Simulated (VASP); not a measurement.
# InAs (I-4m2) in VASP: further runs

Runs on InAs. Level: PBEsol. Tasks: single point.

Everything below comes from runs of VASP 6.6.1. Logs are shortened: lines on timing, memory, paths and dates and some standing lists are left out, and cuts for length are marked.

## 1. The cell of the first run

Symmetry: I-4m2, No. 119, tetragonal system. Conventional cell: a = 4.304 Å, b = 4.304 Å, c = 5.905 Å, α = 90.00°, β = 90.00°, γ = 90.00°. In (site symmetry -4m2) has 4 As at 2.61 Å within 3.4 Å. Within 3.4 Å of As (site symmetry -4m2) lie 4 In at 2.61 Å.

## 2. Single point, PBEsol (strain along c alone, the other axes held: -3.0 %)

The input, INCAR:

```
ALGO     = Normal         # electronic algorithm
EDIFF    = 1E-6           # SCF threshold, eV
ENCUT    = 520            # plane-wave cutoff, eV
GGA      = PS             # functional
ISIF     = 2              # what is computed and relaxed
ISMEAR   = 0              # smearing method
LASPH    = T              # aspherical terms in the spheres
LCHARG   = F              # write CHGCAR
LREAL    = F              # projectors in reciprocal space
LWAVE    = F              # write WAVECAR
NBANDS   = 26             # bands
NELM     = 100            # most SCF steps
PREC     = Accurate       # precision mode
SIGMA    = 0.1            # smearing width, eV
```

The input, KPOINTS:

```
k-points
0
Gamma
  12 12 10
```

The input, POSCAR:

```
InAs
1.0
    3.0435760268      3.0435760268      0.0000000000
   -3.0435760268      3.0435760268      0.0000000000
    0.0000000000      0.0000000000      5.9045374920
In As
2 2
Direct
    0.5000000000      0.0000000000      0.2500000000
    0.0000000000      0.5000000000      0.7500000000
    0.0000000000      0.0000000000      0.0000000000
    0.5000000000      0.5000000000      0.5000000000
```

Potentials or basis: VASP PAW PBE potentials, release 64 (In_d, As).

Launch:

```
> cat potpaw_PBE.64/In_d/POTCAR potpaw_PBE.64/As/POTCAR > POTCAR
> mpirun -np 1 vasp_std > vasp.out
```

OUTCAR:

```text
EDIFF = 1E-6
   ENCUT = 520
   GGA = PS
   ISIF = 2
   ISMEAR = 0
   LASPH = T
   LREAL = F
   NELM = 100
   PREC = Accurate

 ion  position               nearest neighbor table
   1  0.500  0.000  0.250-   3 2.61   4 2.61   4 2.61   3 2.61
   2  0.000  0.500  0.750-   3 2.61   4 2.61   3 2.61   4 2.61
   3  0.000  0.000  0.000-   1 2.61   2 2.61   2 2.61   1 2.61
   4  0.500  0.500  0.500-   1 2.61   2 2.61   1 2.61   2 2.61

  LATTYP: Found a simple tetragonal cell.
 ALAT       =     4.3042664952
 C/A-ratio  =     1.3717871555

  Lattice vectors:

 A1 = (   3.0435760268,   3.0435760268,   0.0000000000)
 A2 = (  -3.0435760268,   3.0435760268,   0.0000000000)
 A3 = (   0.0000000000,   0.0000000000,   5.9045374920)

Analysis of symmetry for initial positions (statically):
=====================================================================
 Subroutine PRICEL returns following result:

  LATTYP: Found a body centered tetragonal cell.
 ALAT       =     4.3042664952
 C/A-ratio  =     1.3717871555

  Lattice vectors:

 A1 = (   0.0000000000,  -3.0435760268,  -2.9522687460)
 A2 = (   0.0000000000,   3.0435760268,  -2.9522687460)
 A3 = (   3.0435760268,   0.0000000000,   2.9522687460)

   2 primitive cells build up your supercell.

 Routine SETGRP: Setting up the symmetry group for a
 simple tetragonal supercell.

 Subroutine GETGRP returns: Found  8 space group operations
 (whereof  8 operations were pure point group operations)
 out of a pool of 16 trial point group operations.

The static configuration has the point symmetry D_2d.

Analysis of symmetry for dynamics (positions and initial velocities):
=====================================================================
 Subroutine PRICEL returns following result:

  LATTYP: Found a body centered tetragonal cell.
 ALAT       =     4.3042664952
 C/A-ratio  =     1.3717871555

  Lattice vectors:

 A1 = (   0.0000000000,  -3.0435760268,  -2.9522687460)
 A2 = (   0.0000000000,   3.0435760268,  -2.9522687460)
 A3 = (   3.0435760268,   0.0000000000,   2.9522687460)

   2 primitive cells build up your supercell.

 Routine SETGRP: Setting up the symmetry group for a
 simple tetragonal supercell.

 Subroutine GETGRP returns: Found  8 space group operations
 (whereof  8 operations were pure point group operations)
 out of a pool of 16 trial point group operations.

The dynamic configuration has the point symmetry D_2d.

 Subroutine INISYM returns: Found  8 space group operations
 (whereof  8 operations are pure point group operations),
 and found     2 'primitive' translations

----------------------------------------------------------------------------------------

                                     Primitive cell

  volume of cell :      54.6958

  direct lattice vectors                    reciprocal lattice vectors
     0.000000000 -3.043576027 -2.952268746     0.164280437 -0.164280437 -0.169361275
     0.000000000  3.043576027 -2.952268746     0.164280437  0.164280437 -0.169361275
     3.043576027  0.000000000  2.952268746     0.328560874  0.000000000  0.000000000

  length of vectors
     4.240194073  4.240194073  4.240194073     0.287505418  0.287505418  0.328560874

  position of ions in fractional coordinates (direct lattice)
     0.750000000  0.250000000  0.500000000
     0.000000000  0.000000000  0.000000000

  ion indices of the primitive-cell ions
   primitive index   ion index
                 1           1
                 2           3

----------------------------------------------------------------------------------------

 KPOINTS: k-points

Automatic generation of k-mesh.
 Grid dimensions read from file:
 generate k-points for:   12   12   10

 Generating k-lattice:

  Cartesian coordinates                     Fractional coordinates (reciprocal lattice)
     0.013690036  0.013690036  0.000000000     0.083333333  0.000000000  0.000000000
    -0.013690036  0.013690036  0.000000000     0.000000000  0.083333333  0.000000000
     0.000000000  0.000000000  0.016936128     0.000000000  0.000000000  0.100000000

  Length of vectors
     0.019360635  0.019360635  0.016936128

  Shift w.r.t. Gamma in fractional coordinates (k-lattice)
     0.000000000  0.000000000  0.000000000

 Subroutine IBZKPT returns following result:
 ===========================================

 Found    168 irreducible k-points:

 Following reciprocal coordinates:
            Coordinates               Weight
  0.000000  0.000000  0.000000      1.000000
  0.083333  0.000000  0.000000      4.000000
  0.166667  0.000000  0.000000      4.000000
  0.250000  0.000000  0.000000      4.000000
  0.333333  0.000000  0.000000      4.000000
  0.416667  0.000000  0.000000      4.000000
[... 16 lines left out ...]
  0.333333  0.333333  0.000000      4.000000
  0.416667  0.333333  0.000000      8.000000
 [... further k-points ...]
   k-points           NKPTS =    168   k-points in BZ     NKDIM =    168   number of bands    NBANDS=     26
   number of dos      NEDOS =    301   number of ions     NIONS =      4
   total plane-waves  NPLWV =  49152
   dimension x,y,z NGX =    32 NGY =   32 NGZ =   48
   dimension x,y,z NGXF=    64 NGYF=   64 NGZF=   96
   ions per type =               2   2
   NGX,Y,Z   is equivalent  to a cutoff of  12.36, 12.36, 13.51 a.u.
   NGXF,Y,Z  is equivalent  to a cutoff of  24.72, 24.72, 27.03 a.u.
 SYSTEM =  unknown system
   PREC   = accura    normal or accurate (medium, high low for compatibility)
   ISTART =      0    job   : 0-new  1-cont  2-samecut
   ICHARG =      2    charge: 1-file 2-atom 10-const
   ISPIN  =      1    spin polarized calculation?
   LNONCOLLINEAR =      F non collinear calculations
   LSORBIT =      F    spin-orbit coupling
   LASPH  =      T    aspherical Exc in radial PAW
   ENCUT  =  520.0 eV  38.22 Ry    6.18 a.u.   8.00  8.00 10.98*2*pi/ulx,y,z
   NELM   =    100;   NELMIN=  2; NELMDL= -5     # of ELM steps
   EDIFF  = 0.1E-05   stopping-criterion for ELM
   LREAL  =      F    real-space projection
   EDIFFG = 0.1E-04   stopping-criterion for IOM
   NSW    =      0    number of steps for IOM
   IBRION =     -1    ionic relax: 0-MD 1-quasi-New 2-CG
   NFREE  =      0    steps in history (QN), initial steepest desc. (CG)
   ISIF   =      2    stress and relaxation
   ISYM   =      2    0-nonsym 1-usesym 2-fastsym
   POTIM  = 0.5000    time-step for ionic-motion
   TEBEG  =    0.0;   TEEND  =   0.0 temperature during run
   PSTRESS=    0.0 pullay stress
   NELECT =      36.0000    total number of electrons
   NUPDOWN=      -1.0000    fix difference up-down
   EMIN   =  10.00;   EMAX   =-10.00  energy-range for DOS
   EFERMI =   0.00;   METHOD = LEGACY
   ISMEAR =     0;   SIGMA  =   0.10  broadening in eV -4-tet -1-fermi 0-gaus
   EFERMI_NEDOS =   21; number of points for ismear=-14 and -15
   IALGO  =     38    algorithm
   IMIX   =      4    mixing-type and parameters
     AMIX     =   0.40;   BMIX     =  1.00
     AMIX_MAG =   1.60;   BMIX_MAG =  1.00
  volume/ion in A,a.u.               =      27.35       184.55
  Fermi-wavevector in a.u.,A,eV,Ry     =   1.130267  2.135894 17.381481  1.277503
  Thomas-Fermi vector in A             =   2.266963
   LORBIT       =      0    0 simple, 1 ext, 2 COOP (PROOUT), +10 PAW based schemes
   GGA     = PS    functional components
   LHFCALC =     F    Hartree Fock is set to
   AEXX    =    0.0000 exact exchange contribution
   IVDW    =     0    specifies the selected vdW correction
   LEPSILON=     F    determine dielectric tensor
   LRPA    =     F    only Hartree local field effects (RPA)
 non-spin polarized calculation
 Gauss-broadening in eV      SIGMA  =   0.10
  energy-cutoff  :      520.00
  volume of cell :      109.39
 maximum number of plane-waves:      2984
   NGX = 17   NGY = 17   NGZ = 21

 number of electron      35.9999991 magnetization

 Free energy of the ion-electron system (eV)
  ---------------------------------------------------
  ext. energy  EPLUGINS =         0.00000000
  ---------------------------------------------------
  free energy    TOTEN  =       -16.95392070 eV

  energy without entropy =      -16.95377150  energy(sigma->0) =      -16.95384610

 E-fermi :   4.5664     XC(G=0):  -9.3318

 val. band max:        4.4322984938   @ k =   0.0000   0.0000   0.0000
 cond. band min:       4.5747404588   @ k =   0.0000   0.0000   0.0000
 fundamental gap:      0.1424419649
 Fermi energy:         4.5663990849

 k-point     1 :       0.0000    0.0000    0.0000
  band No.  band energies     occupation
      1     -10.0720      2.00000
      2      -9.8781      2.00000
      3      -9.8781      2.00000
      4      -9.8677      2.00000
      5      -9.7902      2.00000
      6      -9.7897      2.00000
[... 18 lines left out ...]
     25      11.8431      0.00000
     26      13.8495      0.00000

 k-point     2 :       0.0833    0.0000    0.0000
  band No.  band energies     occupation
      1     -10.0690      2.00000
      2      -9.8851      2.00000
      3      -9.8765      2.00000
      4      -9.8652      2.00000
      5      -9.7954      2.00000
      6      -9.7912      2.00000
[... 18 lines left out ...]
     25      12.1477      0.00000
     26      13.1462      0.00000

 k-point     3 :       0.1667    0.0000    0.0000
  band No.  band energies     occupation
      1     -10.0609      2.00000
      2      -9.9039      2.00000
      3      -9.8720      2.00000
      4      -9.8587      2.00000
      5      -9.8034      2.00000
      6      -9.7954      2.00000
[... 18 lines left out ...]
     25      12.3783      0.00000
     26      12.6488      0.00000

 k-point     4 :       0.2500    0.0000    0.0000
  band No.  band energies     occupation
      1     -10.0494      2.00000
      2      -9.9298      2.00000
      3      -9.8648      2.00000
      4      -9.8503      2.00000
      5      -9.8129      2.00000
      6      -9.8023      2.00000
[... 18 lines left out ...]
     25      11.7346      0.00000
     26      11.8643      0.00000
[... 496 lines left out ...]
      1     -10.0370      2.00000
      2     -10.0370      2.00000
      3      -9.8167      2.00000
      4      -9.8167      2.00000
      5      -9.8037      2.00000
      6      -9.8037      2.00000
[... 18 lines left out ...]
     25      12.6808      0.00000
     26      12.6915      0.00000

 k-point    23 :       0.3333    0.3333    0.0000
  band No.  band energies     occupation
      1     -10.0509      2.00000
      2     -10.0278      2.00000
      3      -9.8148      2.00000
      4      -9.8120      2.00000
      5      -9.8082      2.00000
      6      -9.7939      2.00000
[... 18 lines left out ...]
     25      11.7074      0.00000
     26      11.7889      0.00000

 k-point    24 :       0.4167    0.3333    0.0000
  band No.  band energies     occupation
      1     -10.0544      2.00000
      2     -10.0437      2.00000
      3      -9.8077      2.00000
      4      -9.8048      2.00000
      5      -9.7999      2.00000
      6      -9.7934      2.00000
[... 18 lines left out ...]
     25      12.3043      0.00000
     26      12.7795      0.00000

 [... further k-points ...]
[... 5 lines left out ...]
  --------------------------------------------------------------------------------------
  -------------------------------------------------------------------------------------
  Total        1.0810707      1.0810707      1.7344589      0.0000000     -0.0000000      0.0000000
  in kB       15.8336292     15.8336292     25.4033152      0.0000000     -0.0000000      0.0000000
  external PRESSURE =      19.0235245 kB  Pullay stress =       0.0000000 kB

 VOLUME and BASIS-vectors are now :
 -----------------------------------------------------------------------------
  energy-cutoff  :      520.00
  volume of cell :      109.39
      direct lattice vectors                 reciprocal lattice vectors
     3.043576027  3.043576027  0.000000000     0.164280437  0.164280437  0.000000000
    -3.043576027  3.043576027  0.000000000    -0.164280437  0.164280437  0.000000000
     0.000000000  0.000000000  5.904537492     0.000000000  0.000000000  0.169361275

 POSITION                                       TOTAL-FORCE (eV/Angst)
 -----------------------------------------------------------------------------------
      1.52179      1.52179      1.47613        -0.000000     -0.000000     -0.000000
     -1.52179      1.52179      4.42840        -0.000000     -0.000000     -0.000000
      0.00000      0.00000      0.00000         0.000000      0.000000     -0.000000
      0.00000      3.04358      2.95227         0.000000      0.000000      0.000000
 -----------------------------------------------------------------------------------
    total drift:                               -0.000000      0.000000     -0.000000

  FREE ENERGIE OF THE ION-ELECTRON SYSTEM (eV)
  ---------------------------------------------------
  free  energy   TOTEN  =       -16.9539206997 eV

  energy  without entropy=      -16.9537715006  energy(sigma->0) =      -16.95384610
```

Wall time 2.8 min (1 thread of Intel Xeon 6975P-C (Granite Rapids), shared host); peak memory 0.51 GiB.

What came out:

```yaml
Free_energy: -16.9539 eV
Pressure: 1.9 GPa
Band_gap_on_the_k_mesh: 0.14 eV
```

Stress tensor (GPa, compression positive):
```
1.58 0.00 0.00
0.00 1.58 0.00
0.00 0.00 2.54
```

Caveat: the cell differs from its parent crystal (strain along c alone, the other axes held: -3.0 %); the PAW data sets were made with another functional, which shifts forces and pressure a little; spin-orbit coupling is left out, which moves the levels of the heavy elements.

## 3. Single point, PBEsol

The input, INCAR:

```
SYSTEM = InAs
PREC = Accurate
ENCUT = 520
EDIFF = 1E-6
ISMEAR = 0
SIGMA = 0.1
LREAL = .False.
LASPH = .True.
NELM = 60
ALGO = Normal
ISIF = 2
LWAVE = .False.
LCHARG = .False.
GGA = PS
NBANDS = 26
```

The input, KPOINTS:

```
Automatic mesh
0
Gamma
  12 12 10
  0 0 0
```

POSCAR is that of step 2.

Potentials or basis: VASP PAW PBE potentials, release 64 (In_d, As).

Launch:

```
> cat potpaw_PBE.64/In_d/POTCAR potpaw_PBE.64/As/POTCAR > POTCAR
> mpirun -np 1 vasp_std > vasp.out
```

Wall time 2.7 min (1 thread of Intel Xeon 6975P-C (Granite Rapids), shared host); peak memory 0.51 GiB.

It converged, with:

```
Free energy            : -16.9539 eV
Pressure               : 1.9 GPa
Band gap on the k mesh : 0.14 eV
```

Stress tensor (GPa, compression positive):
```
1.58 0.00 0.00
0.00 1.58 0.00
0.00 0.00 2.54
```

Levels at points of the mesh, in eV from the valence-band top:
| k point | band 15 | band 16 | band 17 | band 18 | band 19 | band 20 | band 21 | band 22 |
| --- | --- | --- | --- | --- | --- | --- | --- | --- |
| (0.00, 0.00, 0.00) | -2.44 | -0.19 | 0.00 | 0.00 | 0.14 | 1.38 | 1.85 | 3.87 |
| (0.50, 0.00, 0.00) | -2.77 | -2.77 | -1.13 | -1.13 | 2.50 | 2.50 | 4.97 | 4.97 |
| (0.50, 0.50, 0.00) | -2.28 | -2.28 | -2.26 | -2.26 | 1.52 | 1.52 | 2.12 | 2.12 |
| (0.00, 0.00, 0.50) | -1.50 | -1.50 | -1.50 | -1.50 | 2.09 | 2.09 | 2.83 | 2.83 |
| (0.50, 0.00, 0.50) | -1.06 | -1.06 | -0.86 | -0.86 | 0.93 | 0.93 | 4.58 | 4.58 |
| (0.50, 0.50, 0.50) | -2.98 | -2.98 | -2.91 | -2.91 | 4.40 | 4.40 | 4.44 | 4.44 |

Caveat: the PAW data sets were made with another functional, which shifts forces and pressure a little; spin-orbit coupling is left out, which moves the levels of the heavy elements.
